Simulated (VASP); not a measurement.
# ZrP3 (I4/mmm) in VASP: further runs

The runs below take ZrP3 through single point, relaxation of cell and atoms, with r2SCAN.

All numbers are computed with VASP 6.6.1; they aren't measurements. Logs are shortened: lines on timing, memory, paths and dates and some standing lists are left out, and cuts for length are marked.

**1. The cell of the first run**

It takes space group I4/mmm (No. 139, tetragonal). Conventional cell: a = 3.700 Å, b = 3.700 Å, c = 9.516 Å, α = 90.00°, β = 90.00°, γ = 90.00°. Zr (site symmetry 4/mmm) has 12 P at 2.62 to 3.01 Å within 3.5 Å. Within 3.5 Å of P (site symmetry 4/mmm) lie 4 Zr at 2.62 Å and 8 P at 3.01 Å. Within 3.5 Å of P (site symmetry -4m2) lie 8 P at 2.62 to 3.01 Å and 4 Zr at 3.01 Å.

**2. Single point, r2SCAN**

Input file POSCAR:

```
ZrP3
1.0
    0.0000000000      3.7002572224      0.0000000000
    3.7002572224      0.0000000000      0.0000000000
    1.8501286112      1.8501286112     -4.7580539040
Zr P
1 3
Direct
    0.0000000000      0.0000000000      0.0000000000
    0.5000000000      0.5000000000      0.0000000000
    0.7500000000      0.2500000000      0.5000000000
    0.2500000000      0.7500000000      0.5000000000
```

Input file INCAR.step1:

```
SYSTEM = ZrP3
ALGO = Normal
EDIFF = 1E-4
ENCUT = 520
GGA = PE
ISMEAR = 0
LASPH = .True.
LCHARG = .False.
LREAL = .False.
LWAVE = .True.
NBANDS = 22
NELM = 60
PREC = Accurate
SIGMA = 0.1008
```

Input file INCAR.step2:

```
SYSTEM = ZrP3
ALGO = Normal
EDIFF = 1E-6
ENCUT = 520
ISIF = 2
ISMEAR = 0
ISTART = 1
LASPH = .True.
LCHARG = .True.
LELF = .True.
LMIXTAU = .True.
LREAL = .False.
LVHAR = .True.
LWAVE = .False.
METAGGA = R2SCAN
NBANDS = 22
NELM = 60
PREC = Accurate
SIGMA = 0.1008
```

Input file KPOINTS:

```
k-points
0
Gamma
  5 5 5
  0 0 0
```

Potentials or basis: VASP PAW PBE potentials, release 64 (Zr_sv, P).

Run with:

```console
$ cat potpaw_PBE.64/Zr_sv/POTCAR potpaw_PBE.64/P/POTCAR > POTCAR
$ cp INCAR.step1 INCAR
$ mpirun -np 1 vasp_std > vasp.out
$ cp INCAR.step2 INCAR
$ mpirun -np 1 vasp_std > vasp.out
```

OUTCAR:

```text
SYSTEM = ZrP3
   EDIFF = 1E-6
   ENCUT = 520
   ISIF = 2
   ISMEAR = 0
   ISTART = 1
   LASPH = .True.
   LREAL = .False.
   METAGGA = R2SCAN
   NELM = 60
   PREC = Accurate

 ion  position               nearest neighbor table
   1  0.000  0.000  0.000-   2 2.62   2 2.62   2 2.62   2 2.62   4 3.01   3 3.01   4 3.01   4 3.01
                             3 3.01   3 3.01   4 3.01   3 3.01
   2  0.500  0.500  0.000-   1 2.62   1 2.62   1 2.62   1 2.62
   3  0.750  0.250  0.500-   4 2.62   4 2.62   4 2.62   4 2.62   1 3.01   1 3.01   1 3.01   1 3.01

   4  0.250  0.750  0.500-   3 2.62   3 2.62   3 2.62   3 2.62   1 3.01   1 3.01   1 3.01   1 3.01

  LATTYP: Found a body centered tetragonal cell.
 ALAT       =     3.7002572224
 C/A-ratio  =     2.5717422428

  Lattice vectors:

 A1 = (  -1.8501286112,   1.8501286112,   4.7580539040)
 A2 = (   1.8501286112,  -1.8501286112,   4.7580539040)
 A3 = (   1.8501286112,   1.8501286112,  -4.7580539040)

Analysis of symmetry for initial positions (statically):
=====================================================================
 Subroutine PRICEL returns:
 Original cell was already a primitive cell.

 Routine SETGRP: Setting up the symmetry group for a
 body centered tetragonal supercell.

 Subroutine GETGRP returns: Found 16 space group operations
 (whereof 16 operations were pure point group operations)
 out of a pool of 16 trial point group operations.

The static configuration has the point symmetry D_4h.

Analysis of symmetry for dynamics (positions and initial velocities):
=====================================================================
 Subroutine PRICEL returns:
 Original cell was already a primitive cell.

 Routine SETGRP: Setting up the symmetry group for a
 body centered tetragonal supercell.

 Subroutine GETGRP returns: Found 16 space group operations
 (whereof 16 operations were pure point group operations)
 out of a pool of 16 trial point group operations.

The dynamic configuration has the point symmetry D_4h.

 Subroutine INISYM returns: Found 16 space group operations
 (whereof 16 operations are pure point group operations),
 and found     1 'primitive' translations

----------------------------------------------------------------------------------------

[... 85 lines left out ...]
   LSORBIT =      F    spin-orbit coupling
   LASPH  =      T    aspherical Exc in radial PAW
   ENCUT  =  520.0 eV  38.22 Ry    6.18 a.u.   6.88  6.88 10.10*2*pi/ulx,y,z
   NELM   =     60;   NELMIN=  2; NELMDL=  0     # of ELM steps
   EDIFF  = 0.1E-05   stopping-criterion for ELM
   LREAL  =      F    real-space projection
   EDIFFG = 0.1E-04   stopping-criterion for IOM
   NSW    =      0    number of steps for IOM
   IBRION =     -1    ionic relax: 0-MD 1-quasi-New 2-CG
   NFREE  =      0    steps in history (QN), initial steepest desc. (CG)
   ISIF   =      2    stress and relaxation
   ISYM   =      2    0-nonsym 1-usesym 2-fastsym
   POTIM  = 0.5000    time-step for ionic-motion
   TEBEG  =    0.0;   TEEND  =   0.0 temperature during run
   PSTRESS=    0.0 pullay stress
   NELECT =      27.0000    total number of electrons
   NUPDOWN=      -1.0000    fix difference up-down
   EMIN   =  10.00;   EMAX   =-10.00  energy-range for DOS
   EFERMI =   0.00;   METHOD = LEGACY
   ISMEAR =     0;   SIGMA  =   0.10  broadening in eV -4-tet -1-fermi 0-gaus
   EFERMI_NEDOS =   21; number of points for ismear=-14 and -15
   IALGO  =     38    algorithm
   IMIX   =      4    mixing-type and parameters
     AMIX     =   0.40;   BMIX     =  1.00
     AMIX_MAG =   1.60;   BMIX_MAG =  1.00
  volume/ion in A,a.u.               =      16.29       109.91
  Fermi-wavevector in a.u.,A,eV,Ry     =   1.220577  2.306555 20.270056  1.489807
  Thomas-Fermi vector in A             =   2.355789
   LORBIT       =      0    0 simple, 1 ext, 2 COOP (PROOUT), +10 PAW based schemes
   METAGGA = R2SCAN    functional components
   LHFCALC =     F    Hartree Fock is set to
   AEXX    =    0.0000 exact exchange contribution
   IVDW    =     0    specifies the selected vdW correction
   LEPSILON=     F    determine dielectric tensor
   LRPA    =     F    only Hartree local field effects (RPA)
 non-spin polarized calculation
 Gauss-broadening in eV      SIGMA  =   0.10
  energy-cutoff  :      520.00
  volume of cell :       65.15
 maximum number of plane-waves:      1770
   NGX = 13   NGY = 13   NGZ = 21

 number of electron      27.0000000 magnetization

 Free energy of the ion-electron system (eV)
  ---------------------------------------------------
  ext. energy  EPLUGINS =         0.00000000
  ---------------------------------------------------
  free energy    TOTEN  =       -50.78891958 eV

  energy without entropy =      -50.78339382  energy(sigma->0) =      -50.78615670

 E-fermi :   9.8574     XC(G=0): -12.1112

 val. band max:        9.8295114743   @ k =  -0.2000   0.0000   0.4000
 cond. band min:      10.0022958722   @ k =   0.0000   0.0000   0.2000
 fundamental gap:      0.1727843979
 Fermi energy:         9.8573604938

 k-point     1 :       0.0000    0.0000    0.0000
  band No.  band energies     occupation
      1     -41.4526      2.00000
      2     -18.8320      2.00000
      3     -18.7573      2.00000
      4     -18.7573      2.00000
      5      -5.4353      2.00000
      6      -0.6819      2.00000
[... 439 lines left out ...]
     21      13.8689      0.00000
     22      14.6619      0.00000

------------------------ aborting loop because EDIFF is reached ----------------------------------------

  FORCE on cell =-STRESS in cart. coord.  units (eV):
  Direction    XX          YY          ZZ          XY          YZ          ZX
  --------------------------------------------------------------------------------------
  -------------------------------------------------------------------------------------
  Total       -0.0663593     -0.0663593     -0.0329081      0.0000000      0.0000000      0.0000000
  in kB       -1.6319966     -1.6319966     -0.8093193      0.0000000      0.0000000      0.0000000
  external PRESSURE =      -1.3577708 kB  Pullay stress =       0.0000000 kB

 VOLUME and BASIS-vectors are now :
 -----------------------------------------------------------------------------
  energy-cutoff  :      520.00
  volume of cell :       65.15
      direct lattice vectors                 reciprocal lattice vectors
     0.000000000  3.700257222  0.000000000     0.000000000  0.270251483  0.105084980
     3.700257222  0.000000000  0.000000000     0.270251483  0.000000000  0.105084980
     1.850128611  1.850128611 -4.758053904     0.000000000  0.000000000 -0.210169960

 POSITION                                       TOTAL-FORCE (eV/Angst)
 -----------------------------------------------------------------------------------
      0.00000      0.00000      0.00000         0.000000      0.000000      0.000000
      1.85013      1.85013      0.00000         0.000000      0.000000      0.000000
      1.85013      3.70026     -2.37903        -0.000000     -0.000000      0.000000
      3.70026      1.85013     -2.37903         0.000000      0.000000      0.000000
 -----------------------------------------------------------------------------------
    total drift:                               -0.000000      0.000000      0.000000

  FREE ENERGIE OF THE ION-ELECTRON SYSTEM (eV)
  ---------------------------------------------------
  free  energy   TOTEN  =       -50.7889195784 eV

  energy  without entropy=      -50.7833938157  energy(sigma->0) =      -50.78615670
```

OUTCAR.step1:

```text
SYSTEM = ZrP3
   EDIFF = 1E-4
   ENCUT = 520
   GGA = PE
   ISMEAR = 0
   LASPH = .True.
   LREAL = .False.
   NELM = 60
[... 670 lines left out ...]
      1.85013      1.85013      0.00000         0.000000     -0.000000      0.000000
      1.85013      3.70026     -2.37903         0.000000      0.000000      0.000000
      3.70026      1.85013     -2.37903        -0.000000     -0.000000      0.000000
 -----------------------------------------------------------------------------------
    total drift:                               -0.000000      0.000000      0.000000

  FREE ENERGIE OF THE ION-ELECTRON SYSTEM (eV)
  ---------------------------------------------------
  free  energy   TOTEN  =       -25.8997788740 eV

  energy  without entropy=      -25.8925894088  energy(sigma->0) =      -25.89618414
```

Wall time 1.8 min (1 thread of Intel Xeon Platinum 8259CL at 2.50GHz (Skylake/Cascade Lake), shared host); peak memory 0.19 GiB.

What came out:

| Quantity | Value |
| --- | --- |
| Free energy | -50.7889 eV |
| Pressure | -0.1 GPa |
| Band gap on the k mesh | zero (an odd number of electrons rules out a gap without spin polarisation) |

Caveat: the k points lie up to 0.36 Å⁻¹ apart, too coarse for converged energies and pressures of a metal; the PAW data sets were made with another functional, which shifts forces and pressure a little.

**3. Relaxation of cell and atoms, r2SCAN**

This run uses another cell than the first one, of 17.27 Å³/atom.

Input file POSCAR:

```
ZrP3
1.0
    0.0000000000      3.9761100000      0.0000000000
    3.9761100000      0.0000000000      0.0000000000
    1.9880550000      1.9880550000     -4.3701160000
Zr P
1 3
Direct
    0.0000000000      0.0000000000      0.0000000000
    0.5000000000      0.5000000000      0.0000000000
    0.7500000000      0.2500000000      0.5000000000
    0.2500000000      0.7500000000      0.5000000000
```

Input file INCAR.step1:

```
SYSTEM = ZrP3
PREC     = Accurate       ! precision mode
ENCUT    = 600            ! plane-wave cutoff, eV
ISMEAR   = 0              ! smearing method
SIGMA    = 0.1008         ! smearing width, eV
LREAL    = .FALSE.        ! projectors in reciprocal space
LASPH    = .TRUE.         ! aspherical terms in the spheres
NELM     = 80             ! most SCF steps
GGA      = PE             ! functional
ALGO     = Normal         ! electronic algorithm
EDIFF    = 1E-4           ! SCF threshold, eV
LWAVE    = .TRUE.         ! write WAVECAR
LCHARG   = .FALSE.        ! write CHGCAR
```

Input file INCAR.step2:

```
SYSTEM = ZrP3
PREC     = Accurate       ! precision mode
ENCUT    = 600            ! plane-wave cutoff, eV
EDIFF    = 1E-7           ! SCF threshold, eV
ISMEAR   = 0              ! smearing method
SIGMA    = 0.1008         ! smearing width, eV
LREAL    = .FALSE.        ! projectors in reciprocal space
LASPH    = .TRUE.         ! aspherical terms in the spheres
NELM     = 80             ! most SCF steps
ALGO     = Normal         ! electronic algorithm
ISIF     = 3              ! what is computed and relaxed
LWAVE    = .FALSE.        ! write WAVECAR
LCHARG   = .FALSE.        ! write CHGCAR
METAGGA  = R2SCAN         ! meta-GGA
LMIXTAU  = .TRUE.       
IBRION   = 2              ! ionic algorithm
NSW      = 60             ! ionic steps
EDIFFG   = -0.01          ! ionic threshold
ISTART   = 1
```

Input file KPOINTS:

```
Automatic mesh
0
G
  5 5 5
  0 0 0
```

Potentials or basis: VASP PAW PBE potentials, release 64 (Zr_sv, P).

Run with:

```console
$ cat potpaw_PBE.64/Zr_sv/POTCAR potpaw_PBE.64/P/POTCAR > POTCAR
$ cp INCAR.step1 INCAR
$ mpirun -np 1 vasp_std > vasp.out
$ cp INCAR.step2 INCAR
$ mpirun -np 1 vasp_std > vasp.out
```

Run time: 16 min. Hardware: 1 thread of Intel Xeon Platinum 8259CL at 2.50GHz (Skylake/Cascade Lake), shared host; peak memory 0.24 GiB.

The run converged. Its results:

- Free energy: -50.7883 eV
- Relaxed volume: 16.26 Å³/atom
- Relaxed cell: a = 3.699 Å, b = 3.699 Å, c = 5.427 Å, α = 70.08°, β = 70.08°, γ = 90.00°
- Space group after relaxing (to 0.1 Å): I4/mmm (No. 139)
- Energy gained by relaxing: 114.2 meV/atom
- Ionic steps: 11
- Pressure after relaxing: 0.1 GPa
- Band gap on the k mesh: zero (an odd number of electrons rules out a gap without spin polarisation)

The path:
| step | energy change (eV) | largest force (eV/Å) | pressure (GPa) | volume (Å³) |
| --- | --- | --- | --- | --- |
| 1 | 0.0000 | 0.0000 | -8.55 | 69.09 |
| 2 | -0.2631 | 0.0000 | 8.51 | 60.18 |
| 3 | -0.3020 | 0.0000 | 3.26 | 62.26 |
| 4 | -0.4104 | 0.0000 | 3.25 | 62.94 |
| 5 | -0.4363 | 0.0000 | 3.24 | 63.29 |
| 6 | -0.3326 | 0.0000 | 5.11 | 63.84 |
| 7 | -0.4394 | 0.0000 | 3.36 | 63.38 |
| 8 | -0.4380 | 0.0000 | -3.21 | 66.85 |
| 9 | -0.4564 | 0.0000 | -0.02 | 65.05 |
| 10 | -0.4564 | 0.0000 | 0.04 | 65.02 |
| 11 | -0.4566 | 0.0000 | 0.05 | 65.06 |

Final structure:
```
Zr P
1.0
     0.00000    3.69877    0.00000
     3.69877    0.00000    0.00000
     1.84938    1.84938   -4.75545
Zr P
1 3
Direct
  0.00000 0.00000 0.00000
  0.50000 0.50000 0.00000
  0.75000 0.25000 0.50000
  0.25000 0.75000 0.50000
```

Levels at points of the mesh, in eV from the Fermi level:
```tsv
k point	band 11	band 12	band 13	band 14	band 15	band 16
(0.00, 0.00, 0.00)	-3.35	-1.48	-1.48	0.40	1.02	2.64
```

Caveat: the PAW data sets were made with another functional, which shifts forces and pressure a little.
